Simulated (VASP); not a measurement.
# Os (P6_3/mmc) in VASP: a series of runs

Os is run at these levels: PBE, r2SCAN; tasks: vibrations by perturbation theory, phonons.

Everything below comes from runs of VASP 6.6.1. Logs are shortened: lines on timing, memory, paths and dates and some standing lists are left out, and cuts for length are marked.

### Step 1. The cell of the first run

It takes space group P6_3/mmc (No. 194, hexagonal). The conventional cell has a = 2.734 Å, b = 2.734 Å, c = 4.320 Å, α = 90.00°, β = 90.00°, γ = 120.00°. Within 3.5 Å of Os (site symmetry -6m2) lie 12 Os at 2.68 to 2.73 Å.

### Step 2. Vibrations by perturbation theory, PBE

The input, INCAR:

```
PREC = Accurate
ENCUT = 520
EDIFF = 1E-8
ISMEAR = -1
SIGMA = 0.05
LREAL = F
LASPH = T
NELM = 100
ALGO = Normal
ISIF = 2
LWAVE = F
LCHARG = T
GGA = PE
IBRION = 8
NSW = 1
```

The input, KPOINTS:

```
Automatic mesh
0
Gamma
  10 10 6
```

The input, POSCAR:

```
Os
1.0
    2.7341000000      0.0000000000      0.0000000000
   -1.3670500000      2.3678000565      0.0000000000
    0.0000000000      0.0000000000      4.3197000000
Os
2
Direct
    0.6666666667      0.3333333333      0.7500000000
    0.3333333333      0.6666666667      0.2500000000
```

Potentials or basis: VASP PAW PBE potentials, release 64 (Os).

Command:

```sh
cat potpaw_PBE.64/Os/POTCAR > POTCAR
mpirun -np 1 vasp_std > vasp.out
```

OUTCAR:

```text
PREC = Accurate
   ENCUT = 520
   EDIFF = 1E-8
   ISMEAR = -1
   LREAL = F
   LASPH = T
   NELM = 100
   ISIF = 2
   GGA = PE
   IBRION = 8
   NSW = 1

 ion  position               nearest neighbor table
   1  0.667  0.333  0.750-   2 2.68   2 2.68   2 2.68   2 2.68   2 2.68   2 2.68
   2  0.333  0.667  0.250-   1 2.68   1 2.68   1 2.68   1 2.68   1 2.68   1 2.68

  LATTYP: Found a hexagonal cell.
 ALAT       =     2.7341000000
 C/A-ratio  =     1.5799348963

  Lattice vectors:

 A1 = (   2.7341000000,   0.0000000000,   0.0000000000)
 A2 = (  -1.3670500000,   2.3678000565,   0.0000000000)
 A3 = (   0.0000000000,   0.0000000000,   4.3197000000)

Analysis of symmetry for initial positions (statically):
=====================================================================
 Subroutine PRICEL returns:
 Original cell was already a primitive cell.

 Routine SETGRP: Setting up the symmetry group for a
 hexagonal supercell.

 Subroutine GETGRP returns: Found 24 space group operations
 (whereof 12 operations were pure point group operations)
 out of a pool of 24 trial point group operations.

The static configuration has the point symmetry D_3d.
 The point group associated with its full space group is D_6h.

Analysis of symmetry for dynamics (positions and initial velocities):
=====================================================================
 Subroutine PRICEL returns:
 Original cell was already a primitive cell.

 Routine SETGRP: Setting up the symmetry group for a
 hexagonal supercell.

 Subroutine GETGRP returns: Found 24 space group operations
 (whereof 12 operations were pure point group operations)
 out of a pool of 24 trial point group operations.

The dynamic configuration has the point symmetry D_3d.
 The point group associated with its full space group is D_6h.

 Subroutine INISYM returns: Found 24 space group operations
 (whereof 12 operations are pure point group operations),
 and found     1 'primitive' translations

----------------------------------------------------------------------------------------

                                     Primitive cell

  volume of cell :      27.9649

  direct lattice vectors                    reciprocal lattice vectors
     2.734100000  0.000000000  0.000000000     0.365751070  0.211166479  0.000000000
    -1.367050000  2.367800057  0.000000000     0.000000000  0.422332957  0.000000000
     0.000000000  0.000000000  4.319700000     0.000000000  0.000000000  0.231497558

  length of vectors
     2.734100000  2.734100000  4.319700000     0.422332957  0.422332957  0.231497558

  position of ions in fractional coordinates (direct lattice)
     0.666666667  0.333333333  0.750000000
     0.333333333  0.666666667  0.250000000

  ion indices of the primitive-cell ions
   primitive index   ion index
                 1           1
                 2           2

----------------------------------------------------------------------------------------

 KPOINTS: Automatic mesh

Automatic generation of k-mesh.
 Grid dimensions read from file:
 generate k-points for:   10   10    6

 Generating k-lattice:

  Cartesian coordinates                     Fractional coordinates (reciprocal lattice)
     0.036575107  0.021116648  0.000000000     0.100000000 -0.000000000  0.000000000
     0.000000000  0.042233296  0.000000000     0.000000000  0.100000000  0.000000000
     0.000000000  0.000000000  0.038582926     0.000000000  0.000000000  0.166666667

  Length of vectors
     0.042233296  0.042233296  0.038582926

  Shift w.r.t. Gamma in fractional coordinates (k-lattice)
     0.000000000  0.000000000  0.000000000

 Subroutine IBZKPT returns following result:
 ===========================================

 Found     56 irreducible k-points:

 Following reciprocal coordinates:
            Coordinates               Weight
  0.000000  0.000000  0.000000      1.000000
  0.100000 -0.000000  0.000000      6.000000
  0.200000 -0.000000  0.000000      6.000000
  0.300000 -0.000000  0.000000      6.000000
  0.400000 -0.000000  0.000000      6.000000
  0.500000  0.000000  0.000000      3.000000
[... 16 lines left out ...]
  0.300000  0.100000  0.166667     24.000000
  0.400000  0.100000  0.166667     24.000000
 [... further k-points ...]
   k-points           NKPTS =     56   k-points in BZ     NKDIM =     56   number of bands    NBANDS=     12
   number of dos      NEDOS =    301   number of ions     NIONS =      2
   total plane-waves  NPLWV =  12800
   dimension x,y,z NGX =    20 NGY =   20 NGZ =   32
   dimension x,y,z NGXF=    40 NGYF=   40 NGZF=   64
   ions per type =               2
[... 22 lines left out ...]
   PSTRESS=    0.0 pullay stress
   NELECT =      16.0000    total number of electrons
   NUPDOWN=      -1.0000    fix difference up-down
   EMIN   =  10.00;   EMAX   =-10.00  energy-range for DOS
   EFERMI =   0.00;   METHOD = LEGACY
   ISMEAR =    -1;   SIGMA  =   0.05  broadening in eV -4-tet -1-fermi 0-gaus
   EFERMI_NEDOS =   21; number of points for ismear=-14 and -15
   IALGO  =     38    algorithm
   IMIX   =      4    mixing-type and parameters
     AMIX     =   0.40;   BMIX     =  1.00
     AMIX_MAG =   1.60;   BMIX_MAG =  1.00
  volume/ion in A,a.u.               =      13.98        94.36
  Fermi-wavevector in a.u.,A,eV,Ry     =   1.359076  2.568282 25.131161  1.847088
  Thomas-Fermi vector in A             =   2.485855
   LORBIT       =      0    0 simple, 1 ext, 2 COOP (PROOUT), +10 PAW based schemes
   GGA     = PE    functional components
   LHFCALC =     F    Hartree Fock is set to
   AEXX    =    0.0000 exact exchange contribution
   IVDW    =     0    specifies the selected vdW correction
   LEPSILON=     F    determine dielectric tensor
   LRPA    =     F    only Hartree local field effects (RPA)
 non-spin polarized calculation
  energy-cutoff  :      520.00
  volume of cell :       27.96
 maximum number of plane-waves:       768
   NGX = 11   NGY = 11   NGZ = 17

--------------------------------------- Ionic step        1  -------------------------------------------

 number of electron      15.9999999 magnetization

 Free energy of the ion-electron system (eV)
  ---------------------------------------------------
  ext. energy  EPLUGINS =         0.00000000
  ---------------------------------------------------
  free energy    TOTEN  =       -22.46731205 eV

  energy without entropy =      -22.45691488  energy(sigma->0) =      -22.46211347

 E-fermi :   9.5318     XC(G=0): -14.0617

 val. band max:        9.5010385424   @ k =   0.0000   0.0000   0.0000
 cond. band min:       9.5834650473   @ k =   0.1000   0.1000   0.3333
 fundamental gap:      0.0824265049
 Fermi energy:         9.5318393171

 k-point     1 :       0.0000    0.0000    0.0000
  band No.  band energies     occupation
      1      -1.4731      2.00000
      2       1.6719      2.00000
      3       6.4146      2.00000
      4       6.4146      2.00000
      5       6.6646      2.00000
      6       7.2564      2.00000
      7       7.2564      2.00000
      8       7.9083      2.00000
      9       7.9083      2.00000
     10       9.5010      1.29862
     11      11.1603      0.00000
     12      11.1603      0.00000
[... 331 lines left out ...]
 k-point    24 :       0.4000    0.1000    0.1667
  band No.  band energies     occupation
      1       2.1557      2.00000
      2       2.7512      2.00000
      3       3.9333      2.00000
      4       4.9014      2.00000
      5       5.9787      2.00000
      6       7.5802      2.00000
      7       7.9027      2.00000
      8      10.9319      0.00000
      9      11.3809      0.00000
     10      11.7492      0.00000
     11      13.2954      0.00000
     12      15.8993      0.00000

 [... further k-points ...]

------------------------ aborting loop because EDIFF is reached ----------------------------------------

  FORCE on cell =-STRESS in cart. coord.  units (eV):
  Direction    XX          YY          ZZ          XY          YZ          ZX
  --------------------------------------------------------------------------------------
  -------------------------------------------------------------------------------------
  Total        1.7318429      1.7318429      1.1597509     -0.0000000      0.0000000      0.0000000
  in kB       99.2215621     99.2215621     66.4449988     -0.0000000      0.0000000      0.0000000
  external PRESSURE =      88.2960410 kB  Pullay stress =       0.0000000 kB

 VOLUME and BASIS-vectors are now :
 -----------------------------------------------------------------------------
  energy-cutoff  :      520.00
  volume of cell :       27.96
      direct lattice vectors                 reciprocal lattice vectors
     2.734100000  0.000000000  0.000000000     0.365751070  0.211166479  0.000000000
    -1.367050000  2.367800057  0.000000000     0.000000000  0.422332957  0.000000000
     0.000000000  0.000000000  4.319700000     0.000000000  0.000000000  0.231497558

 POSITION                                       TOTAL-FORCE (eV/Angst)
 -----------------------------------------------------------------------------------
      1.36705      0.78927      3.23977         0.000000     -0.000000      0.000000
     -0.00000      1.57853      1.07993        -0.000000      0.000000      0.000000
 -----------------------------------------------------------------------------------
    total drift:                               -0.000000      0.000000     -0.000000

  FREE ENERGIE OF THE ION-ELECTRON SYSTEM (eV)
  ---------------------------------------------------
  free  energy   TOTEN  =       -22.4673120546 eV

  energy  without entropy=      -22.4569148759  energy(sigma->0) =      -22.46211347

[... ionic steps 2 to 3 ...]

--------------------------------------- Ionic step        4  -------------------------------------------

------------------------ aborting loop because EDIFF is reached ----------------------------------------

[... ionic steps 5 to 5 ...]

--------------------------------------- Ionic step        6  -------------------------------------------

 Free energy of the ion-electron system (eV)
  ---------------------------------------------------
  ---------------------------------------------------
  free energy    TOTEN  =        -0.23781136 eV

  energy without entropy =       -0.23781136

------------------------ aborting loop because EDIFF is reached ----------------------------------------

 INTERNAL STRAIN TENSOR  FOR ION    1  DIRECTION 3   (eV/Angst):
 -----------------------------------------------------------------------------
     0.09879  0.00000 -0.00000
     0.00000  0.09879  0.00000
     0.00000  0.00000 -0.19220

 INTERNAL STRAIN TENSOR FOR ION    2 for displacements in x,y,z  (eV/Angst):
          X           Y           Z          XY          YZ          ZX
  --------------------------------------------------------------------------------
  x     0.00000     0.00000     0.00000    -2.05261     0.00000     0.00000
  y    -2.05261     2.05261     0.00000     0.00000     0.00000     0.00000
  z    -0.00000    -0.00000     0.00000     0.00000     0.00000    -0.00000

 SECOND DERIVATIVES (NOT SYMMETRIZED)
 ------------------------------------
               1X          1Y          1Z          2X          2Y          2Z
  1X    -9.660536    0.000000    0.000000    9.660536    0.000000    0.000000
  1Y     0.000000   -9.660536    0.000000    0.000000    9.660536    0.000000
  1Z     0.000000    0.000000  -15.975397    0.000000    0.000000   15.975397
  2X     9.660536    0.000000    0.000000   -9.660536    0.000000    0.000000
  2Y     0.000000    9.660536    0.000000    0.000000   -9.660536    0.000000
  2Z     0.000000    0.000000   15.975397    0.000000    0.000000  -15.975397

 Eigenvectors and eigenvalues of the dynamical matrix
 ----------------------------------------------------

   1 f  =    6.407466 THz    40.259295 2PiTHz  213.730055 cm-1    26.499138 meV
             X         Y         Z           dx          dy          dz
      1.367050  0.789267  3.239775     0.000000    0.000000   -0.707107
     -0.000000  1.578533  1.079925     0.000000    0.000000    0.707107
[... 16 lines left out ...]
   5 f  =    0.000000 THz     0.000000 2PiTHz    0.000000 cm-1     0.000000 meV
             X         Y         Z           dx          dy          dz
      1.367050  0.789267  3.239775     0.000000    0.000000    0.707107
     -0.000000  1.578533  1.079925     0.000000    0.000000    0.707107

   6 f/i=    0.000000 THz     0.000000 2PiTHz    0.000002 cm-1     0.000000 meV
             X         Y         Z           dx          dy          dz
      1.367050  0.789267  3.239775     0.532418   -0.465329    0.000000
     -0.000000  1.578533  1.079925     0.532418   -0.465329    0.000000

--------------------------------------------------------------------------------------------------------

 ELASTIC MODULI CONTR FROM IONIC RELAXATION (kBar)
 Direction    XX          YY          ZZ          XY          YZ          ZX
 --------------------------------------------------------------------------------
 XX         -24.9866     24.9866      0.0000      0.0000      0.0000     -0.0000
 YY          24.9866    -24.9866      0.0000     -0.0000      0.0000      0.0000
 ZZ           0.0000      0.0000      0.0000      0.0000      0.0000      0.0000
 XY           0.0000     -0.0000      0.0000    -24.9866      0.0000      0.0000
 YZ           0.0000      0.0000      0.0000      0.0000      0.0000      0.0000
 ZX          -0.0000      0.0000      0.0000      0.0000      0.0000     -0.0000
 --------------------------------------------------------------------------------
```

Run time: 85 s. Hardware: 1 thread of Intel Xeon Platinum 8488C (Sapphire Rapids), shared host; peak memory 0.25 GiB.

Results:

```
Highest phonon frequency at Γ : 214 cm⁻¹
```

Phonon frequencies in cm⁻¹ (negative: imaginary):
```tsv
q point	frequencies
(0.000, 0.000, 0.000)	0 0 0 166 166 214
```

Caveat: the cell stands under pressure or tension, which shifts response properties; spin-orbit coupling is left out, which moves the levels of the heavy elements.

### Step 3. Phonons, r2SCAN

The input, INCAR:

```
SYSTEM = Os
  ALGO = Normal
  EDIFF = 1E-8
  ENCUT = 520
  IBRION = 6
  ISIF = 2
  ISMEAR = -1
  LASPH = .True.
  LCHARG = .True.
  LMIXTAU = .True.
  LREAL = .False.
  LWAVE = .False.
  METAGGA = R2SCAN
  NBANDS = 15
  NELM = 80
  NFREE = 2
  NSW = 1
  POTIM = 0.015
  PREC = Accurate
  SIGMA = 0.05
```

The input, KPOINTS:

```
k-points
0
Gamma
  10 10 6
  0 0 0
```

POSCAR is that of step 2.

Potentials or basis: VASP PAW PBE potentials, release 64 (Os).

Command:

```sh
cat potpaw_PBE.64/Os/POTCAR > POTCAR
mpirun -np 1 vasp_std > vasp.out
```

OUTCAR:

```text
SYSTEM = Os
   EDIFF = 1E-8
   ENCUT = 520
   IBRION = 6
   ISIF = 2
   ISMEAR = -1
   LASPH = .True.
   LREAL = .False.
   METAGGA = R2SCAN
   NELM = 80
   NFREE = 2
   NSW = 1
   POTIM = 0.015
   PREC = Accurate

 ion  position               nearest neighbor table
   1  0.667  0.333  0.750-   2 2.68   2 2.68   2 2.68   2 2.68   2 2.68   2 2.68
   2  0.333  0.667  0.250-   1 2.68   1 2.68   1 2.68   1 2.68   1 2.68   1 2.68

  LATTYP: Found a hexagonal cell.
 ALAT       =     2.7341000000
 C/A-ratio  =     1.5799348963

  Lattice vectors:
[... 822 lines left out ...]
  y    -1.87720     1.87720     0.00000     0.00000     0.00000     0.00000
  z    -0.00000     0.00000     0.00000     0.00000     0.00000    -0.00000

 Eigenvectors and eigenvalues of the dynamical matrix
 ----------------------------------------------------

   1 f  =    6.315818 THz    39.683457 2PiTHz  210.673025 cm-1    26.120114 meV
             X         Y         Z           dx          dy          dz
      1.367050  0.789267  3.239775     0.000000    0.000000   -0.707107
     -0.000000  1.578533  1.079925    -0.000000    0.000000    0.707107
[... 11 lines left out ...]
   4 f  =    0.000000 THz     0.000000 2PiTHz    0.000000 cm-1     0.000000 meV
             X         Y         Z           dx          dy          dz
      1.367050  0.789267  3.239775    -0.000000    0.000000    0.707107
     -0.000000  1.578533  1.079925     0.000000    0.000000    0.707107

   5 f/i=    0.000000 THz     0.000000 2PiTHz    0.000000 cm-1     0.000000 meV
             X         Y         Z           dx          dy          dz
      1.367050  0.789267  3.239775    -0.704769   -0.057454    0.000000
     -0.000000  1.578533  1.079925    -0.704769   -0.057454    0.000000

   6 f/i=    0.000000 THz     0.000000 2PiTHz    0.000002 cm-1     0.000000 meV
             X         Y         Z           dx          dy          dz
      1.367050  0.789267  3.239775     0.057454   -0.704769    0.000000
     -0.000000  1.578533  1.079925     0.057454   -0.704769    0.000000

 ELASTIC MODULI CONTR FROM IONIC RELAXATION (kBar)
 Direction    XX          YY          ZZ          XY          YZ          ZX
 --------------------------------------------------------------------------------
 XX         -20.3771     20.3771      0.0000     -0.0000      0.0000     -0.0000
 YY          20.3771    -20.3771     -0.0000      0.0000      0.0000      0.0000
 ZZ           0.0000     -0.0000     -0.0000      0.0000      0.0000      0.0000
 XY          -0.0000      0.0000      0.0000    -20.3771      0.0000     -0.0000
 YZ           0.0000      0.0000      0.0000      0.0000      0.0000      0.0000
 ZX          -0.0000      0.0000      0.0000     -0.0000      0.0000     -0.0000
 --------------------------------------------------------------------------------
```

OSZICAR:

```text
N       E                     dE             d eps       ncg     rms          rms(c)
DAV:   1     0.235973665010E+02    0.23597E+02   -0.77616E+03  1680   0.107E+03
DAV:   2    -0.103591231855E+03   -0.12719E+03   -0.11018E+03  1701   0.338E+02
DAV:   3    -0.108626138879E+03   -0.50349E+01   -0.48567E+01  2254   0.599E+01
[... 69 lines left out ...]
DAV:   6    -0.105988963636E+03   -0.33819E-04   -0.71877E-06  2741   0.236E-02    0.257E-03
DAV:   7    -0.105988964415E+03   -0.77941E-06   -0.31549E-06  2531   0.139E-02    0.102E-03
DAV:   8    -0.105988968592E+03   -0.41768E-05   -0.13686E-06  2503   0.110E-02    0.337E-04
DAV:   9    -0.105988969013E+03   -0.42092E-06   -0.59334E-08  2692   0.252E-03    0.162E-04
DAV:  10    -0.105988969019E+03   -0.58948E-08   -0.16671E-08  2354   0.111E-03
   5 F= -.10598897E+03 E0= -.10598399E+03  d E =-.995973E-02
```

stdout:

```text
POSCAR found type information on POSCAR Os
 POSCAR found :  1 types and       2 ions
 scaLAPACK will be used
 -----------------------------------------------------------------------------
|                                                                             |
|                                                                             |
|     You enforced a specific xc type in the INCAR file but a different       |
|     I HOPE YOU KNOW WHAT YOU ARE DOING!                                     |
|                                                                             |
 -----------------------------------------------------------------------------

 LDA part: xc-table for (None), standard interpolation
 POSCAR, INCAR and KPOINTS ok, starting setup
 FFT: planning ... GRIDC
 FFT: planning ... GRID_SOFT
 FFT: planning ... GRID
 WAVECAR not read
 entering main loop
 Found     2 degrees of freedom:
 Finite differences POTIM= 0.01500 DOF=   2
 bond charge predicted
 Finite differences progress:
 bond charge predicted
 Finite differences progress:
 bond charge predicted
 Finite differences progress:
 bond charge predicted
 Finite differences progress:
```

Run time: 7.6 min. Hardware: 1 thread of Intel Xeon Platinum 8488C (Sapphire Rapids), shared host; peak memory 0.24 GiB.

What came out:

```yaml
Highest_phonon_frequency_at_Γ: 211 cm⁻¹
```

Phonon frequencies in cm⁻¹ (negative: imaginary):
| q point | frequencies |
| --- | --- |
| (0.000, 0.000, 0.000) | 0 0 0 168 168 211 |

Caveat: the cell stands under pressure or tension, which shifts response properties; the PAW data sets were made with another functional, which shifts forces and pressure a little; spin-orbit coupling is left out, which moves the levels of the heavy elements.
